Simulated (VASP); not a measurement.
# SnCl (R-3m) in VASP: single point with PBE

Aim: the single point of SnCl with PBE.

Everything below comes from runs of VASP 6.6.1. Logs are shortened: lines on timing, memory, paths and dates and some standing lists are left out, and cuts for length are marked.

### Step 1. The cell of the first run

Symmetry: R-3m, No. 166, trigonal system. The conventional cell has a = 3.502 Å, b = 3.502 Å, c = 14.322 Å, α = 90.00°, β = 90.00°, γ = 120.00°. Sn (site symmetry -3m) has 6 Cl at 3.13 Å and 6 Sn at 3.50 Å within 4.1 Å. Cl (site symmetry -3m) has 6 Sn at 3.13 Å and 6 Cl at 3.50 Å within 4.1 Å.

### Step 2. Single point, PBE

The input, INCAR:

```
SYSTEM = SnCl
ALGO = Normal
EDIFF = 1E-6
ENCUT = 500
GGA = PE
GGA_COMPAT = .False.
ISIF = 2
ISMEAR = -1
LASPH = .True.
LCHARG = .False.
LREAL = .False.
LWAVE = .False.
NBANDS = 18
NELM = 120
PREC = Accurate
SIGMA = 0.15
```

The input, KPOINTS:

```
k-points
0
Gamma
  18 18 18
  0 0 0
```

The input, POSCAR:

```
SnCl
1.0
    1.7509239282      1.0108964013      4.7739353064
   -1.7509239282      1.0108964013      4.7739353064
    0.0000000000     -2.0217928025      4.7739353064
Sn Cl
1 1
Direct
    0.5000000000      0.5000000000      0.5000000000
    0.0000000000      0.0000000000      0.0000000000
```

Potentials or basis: VASP PAW PBE potentials, release 64 (Sn_d, Cl).

Command:

```
$ cat potpaw_PBE.64/Sn_d/POTCAR potpaw_PBE.64/Cl/POTCAR > POTCAR
$ mpirun -np 1 vasp_std > vasp.out
```

OUTCAR:

```text
SYSTEM = SnCl
   EDIFF = 1E-6
   ENCUT = 500
   GGA = PE
   ISIF = 2
   ISMEAR = -1
   LASPH = .True.
   LREAL = .False.
   NELM = 120
   PREC = Accurate

 ion  position               nearest neighbor table
   1  0.500  0.500  0.500-   2 3.13   2 3.13   2 3.13   2 3.13   2 3.13   2 3.13
   2  0.000  0.000  0.000-   1 3.13   1 3.13   1 3.13   1 3.13   1 3.13   1 3.13

  LATTYP: Found a trigonal (rhomboedric) cell.
 ALAT       =     5.1844097491
 COS(alpha) =     0.7718786599

  Lattice vectors:

 A1 = (   1.7509239282,   1.0108964013,   4.7739353064)
 A2 = (  -1.7509239282,   1.0108964013,   4.7739353064)
 A3 = (   0.0000000000,  -2.0217928025,   4.7739353064)

Analysis of symmetry for initial positions (statically):
=====================================================================
 Subroutine PRICEL returns:
 Original cell was already a primitive cell.

 Routine SETGRP: Setting up the symmetry group for a
 trigonal (rhombohedral) supercell.

 Subroutine GETGRP returns: Found 12 space group operations
 (whereof 12 operations were pure point group operations)
 out of a pool of 12 trial point group operations.

The static configuration has the point symmetry D_3d.

Analysis of symmetry for dynamics (positions and initial velocities):
=====================================================================
 Subroutine PRICEL returns:
 Original cell was already a primitive cell.

 Routine SETGRP: Setting up the symmetry group for a
 trigonal (rhombohedral) supercell.

 Subroutine GETGRP returns: Found 12 space group operations
 (whereof 12 operations were pure point group operations)
 out of a pool of 12 trial point group operations.

The dynamic configuration has the point symmetry D_3d.

 Subroutine INISYM returns: Found 12 space group operations
 (whereof 12 operations are pure point group operations),
 and found     1 'primitive' translations

----------------------------------------------------------------------------------------

                                     Primitive cell

  volume of cell :      50.6993

  direct lattice vectors                    reciprocal lattice vectors
     1.750923928  1.010896401  4.773935306     0.285563520  0.164870175  0.069823597
    -1.750923928  1.010896401  4.773935306    -0.285563520  0.164870175  0.069823597
     0.000000000 -2.021792802  4.773935306     0.000000000 -0.329740350  0.069823597

  length of vectors
     5.184409749  5.184409749  5.184409749     0.337051974  0.337051974  0.337051974

  position of ions in fractional coordinates (direct lattice)
     0.500000000  0.500000000  0.500000000
     0.000000000  0.000000000  0.000000000

  ion indices of the primitive-cell ions
   primitive index   ion index
                 1           1
                 2           2

----------------------------------------------------------------------------------------

 KPOINTS: k-points

Automatic generation of k-mesh.
 Grid dimensions read from file:
 generate k-points for:   18   18   18

 Generating k-lattice:

  Cartesian coordinates                     Fractional coordinates (reciprocal lattice)
     0.015864640  0.009159454  0.003879089     0.055555556  0.000000000  0.000000000
    -0.015864640  0.009159454  0.003879089     0.000000000  0.055555556  0.000000000
     0.000000000 -0.018318908  0.003879089     0.000000000  0.000000000  0.055555556

  Length of vectors
     0.018725110  0.018725110  0.018725110

  Shift w.r.t. Gamma in fractional coordinates (k-lattice)
     0.000000000  0.000000000  0.000000000

 Subroutine IBZKPT returns following result:
 ===========================================

 Found    580 irreducible k-points:

 Following reciprocal coordinates:
            Coordinates               Weight
  0.000000  0.000000  0.000000      1.000000
  0.055556 -0.000000  0.000000      6.000000
  0.111111 -0.000000  0.000000      6.000000
  0.166667 -0.000000  0.000000      6.000000
  0.222222 -0.000000  0.000000      6.000000
  0.277778 -0.000000  0.000000      6.000000
[... 16 lines left out ...]
 -0.277778  0.055556 -0.000000     12.000000
 -0.222222  0.055556  0.000000     12.000000
 [... further k-points ...]
   k-points           NKPTS =    580   k-points in BZ     NKDIM =    580   number of bands    NBANDS=     18
   number of dos      NEDOS =    301   number of ions     NIONS =      2
   total plane-waves  NPLWV =  64000
   dimension x,y,z NGX =    40 NGY =   40 NGZ =   40
   dimension x,y,z NGXF=    80 NGYF=   80 NGZF=   80
   ions per type =               1   1
   NGX,Y,Z   is equivalent  to a cutoff of  12.83, 12.83, 12.83 a.u.
   NGXF,Y,Z  is equivalent  to a cutoff of  25.65, 25.65, 25.65 a.u.
 SYSTEM =  SnCl
   PREC   = accura    normal or accurate (medium, high low for compatibility)
   ISTART =      0    job   : 0-new  1-cont  2-samecut
   ICHARG =      2    charge: 1-file 2-atom 10-const
   ISPIN  =      1    spin polarized calculation?
   LNONCOLLINEAR =      F non collinear calculations
   LSORBIT =      F    spin-orbit coupling
   LASPH  =      T    aspherical Exc in radial PAW
   ENCUT  =  500.0 eV  36.75 Ry    6.06 a.u.   9.45  9.45  9.45*2*pi/ulx,y,z
   NELM   =    120;   NELMIN=  2; NELMDL= -5     # of ELM steps
   EDIFF  = 0.1E-05   stopping-criterion for ELM
   LREAL  =      F    real-space projection
   EDIFFG = 0.1E-04   stopping-criterion for IOM
   NSW    =      0    number of steps for IOM
   IBRION =     -1    ionic relax: 0-MD 1-quasi-New 2-CG
   NFREE  =      0    steps in history (QN), initial steepest desc. (CG)
   ISIF   =      2    stress and relaxation
   ISYM   =      2    0-nonsym 1-usesym 2-fastsym
   POTIM  = 0.5000    time-step for ionic-motion
   TEBEG  =    0.0;   TEEND  =   0.0 temperature during run
   PSTRESS=    0.0 pullay stress
   NELECT =      21.0000    total number of electrons
   NUPDOWN=      -1.0000    fix difference up-down
   EMIN   =  10.00;   EMAX   =-10.00  energy-range for DOS
   EFERMI =   0.00;   METHOD = LEGACY
   ISMEAR =    -1;   SIGMA  =   0.15  broadening in eV -4-tet -1-fermi 0-gaus
   EFERMI_NEDOS =   21; number of points for ismear=-14 and -15
   IALGO  =     38    algorithm
   IMIX   =      4    mixing-type and parameters
     AMIX     =   0.40;   BMIX     =  1.00
     AMIX_MAG =   1.60;   BMIX_MAG =  1.00
  volume/ion in A,a.u.               =      25.35       171.07
  Fermi-wavevector in a.u.,A,eV,Ry     =   1.220340  2.306107 20.262186  1.489229
  Thomas-Fermi vector in A             =   2.355560
   LORBIT       =      0    0 simple, 1 ext, 2 COOP (PROOUT), +10 PAW based schemes
   GGA     = PE    functional components
   LHFCALC =     F    Hartree Fock is set to
   AEXX    =    0.0000 exact exchange contribution
   IVDW    =     0    specifies the selected vdW correction
   LEPSILON=     F    determine dielectric tensor
   LRPA    =     F    only Hartree local field effects (RPA)
 non-spin polarized calculation
  energy-cutoff  :      500.00
  volume of cell :       50.70
 maximum number of plane-waves:      1308
 NGX is ok and might be reduce to    40
   NGX = 19   NGY = 19   NGZ = 19

 number of electron      21.0000005 magnetization

 Free energy of the ion-electron system (eV)
  ---------------------------------------------------
  ext. energy  EPLUGINS =         0.00000000
  ---------------------------------------------------
  free energy    TOTEN  =        -6.66332588 eV

  energy without entropy =       -6.61081694  energy(sigma->0) =       -6.63707141

 E-fermi :   5.9088     XC(G=0):  -9.6848

 val. band max:        5.9081805915   @ k =  -0.3333   0.3889   0.1111
 cond. band min:       5.9186343620   @ k =  -0.3889   0.4444   0.0556
 fundamental gap:      0.0104537705
 Fermi energy:         5.9087814785

 k-point     1 :       0.0000    0.0000    0.0000
  band No.  band energies     occupation
      1     -16.1468      2.00000
      2     -16.0516      2.00000
      3     -16.0516      2.00000
      4     -16.0265      2.00000
      5     -16.0265      2.00000
      6     -10.0966      2.00000
[... 10 lines left out ...]
     17      16.2834      0.00000
     18      16.2834      0.00000

 k-point     2 :       0.0556   -0.0000    0.0000
  band No.  band energies     occupation
      1     -16.1451      2.00000
      2     -16.0530      2.00000
      3     -16.0519      2.00000
      4     -16.0268      2.00000
      5     -16.0236      2.00000
      6     -10.0780      2.00000
[... 10 lines left out ...]
     17      16.2628      0.00000
     18      16.4650      0.00000

 k-point     3 :       0.1111   -0.0000    0.0000
  band No.  band energies     occupation
      1     -16.1403      2.00000
      2     -16.0570      2.00000
      3     -16.0529      2.00000
      4     -16.0277      2.00000
      5     -16.0154      2.00000
      6     -10.0238      2.00000
[... 10 lines left out ...]
     17      16.1854      0.00000
     18      16.9944      0.00000

 k-point     4 :       0.1667   -0.0000    0.0000
  band No.  band energies     occupation
      1     -16.1335      2.00000
      2     -16.0633      2.00000
      3     -16.0544      2.00000
      4     -16.0285      2.00000
      5     -16.0028      2.00000
      6      -9.9387      2.00000
[... 375 lines left out ...]
      4     -16.0223      2.00000
      5     -15.9489      2.00000
      6      -9.5379      2.00000
[... 10 lines left out ...]
     17      17.9467      0.00000
     18      19.3893      0.00000

 k-point    23 :      -0.2778    0.0556   -0.0000
  band No.  band energies     occupation
      1     -16.1159      2.00000
      2     -16.0830      2.00000
      3     -16.0600      2.00000
      4     -16.0258      2.00000
      5     -15.9626      2.00000
      6      -9.6466      2.00000
[... 10 lines left out ...]
     17      17.6322      0.00000
     18      18.7793      0.00000

 k-point    24 :      -0.2222    0.0556    0.0000
  band No.  band energies     occupation
      1     -16.1216      2.00000
      2     -16.0753      2.00000
      3     -16.0579      2.00000
      4     -16.0280      2.00000
      5     -15.9782      2.00000
      6      -9.7650      2.00000
[... 10 lines left out ...]
     17      17.3867      0.00000
     18      18.2755      0.00000

 [... further k-points ...]
[... 5 lines left out ...]
  --------------------------------------------------------------------------------------
  -------------------------------------------------------------------------------------
  Total       -0.0342722     -0.0342722     -0.0247959      0.0000000     -0.0000000      0.0000000
  in kB       -1.0830543     -1.0830543     -0.7835896      0.0000000     -0.0000000      0.0000000
  external PRESSURE =      -0.9832327 kB  Pullay stress =       0.0000000 kB

 VOLUME and BASIS-vectors are now :
 -----------------------------------------------------------------------------
  energy-cutoff  :      500.00
  volume of cell :       50.70
      direct lattice vectors                 reciprocal lattice vectors
     1.750923928  1.010896401  4.773935306     0.285563520  0.164870175  0.069823597
    -1.750923928  1.010896401  4.773935306    -0.285563520  0.164870175  0.069823597
     0.000000000 -2.021792802  4.773935306     0.000000000 -0.329740350  0.069823597

 POSITION                                       TOTAL-FORCE (eV/Angst)
 -----------------------------------------------------------------------------------
      0.00000      0.00000      7.16090         0.000000     -0.000000      0.000000
      0.00000      0.00000      0.00000         0.000000      0.000000     -0.000000
 -----------------------------------------------------------------------------------
    total drift:                               -0.000000      0.000000      0.000000

  FREE ENERGIE OF THE ION-ELECTRON SYSTEM (eV)
  ---------------------------------------------------
  free  energy   TOTEN  =        -6.6633258760 eV

  energy  without entropy=       -6.6108169359  energy(sigma->0) =       -6.63707141
```

Wall time 22 min (1 thread of Intel Xeon 8259CL, shared host); peak memory 0.57 GiB.

Results:

```yaml
Free_energy: -6.6633 eV
Pressure: -0.1 GPa
Band_gap_on_the_k_mesh: zero (an odd number of electrons rules out a gap without spin polarisation)
```

Levels at points of the mesh, in eV from the Fermi level:
```csv
k point,band 7,band 8,band 9,band 10,band 11,band 12,band 13,band 14
"(0.00, 0.00, 0.00)",-8.16,-5.48,-2.36,-2.36,3.60,5.86,6.08,6.08
"(0.50, 0.00, 0.00)",-7.18,-4.30,-2.89,-2.67,-2.45,1.11,2.88,6.80
"(0.50, 0.50, 0.00)",-5.93,-5.69,-5.13,-3.09,-0.09,3.93,4.18,4.83
"(0.50, 0.50, 0.50)",-9.64,-2.32,-2.32,-1.97,0.31,5.36,5.36,7.23
```

Caveat: spin-orbit coupling is left out, which moves the levels of the heavy elements; an odd number of electrons without spin polarisation forces a metal; a magnetic or distorted state may lie lower.
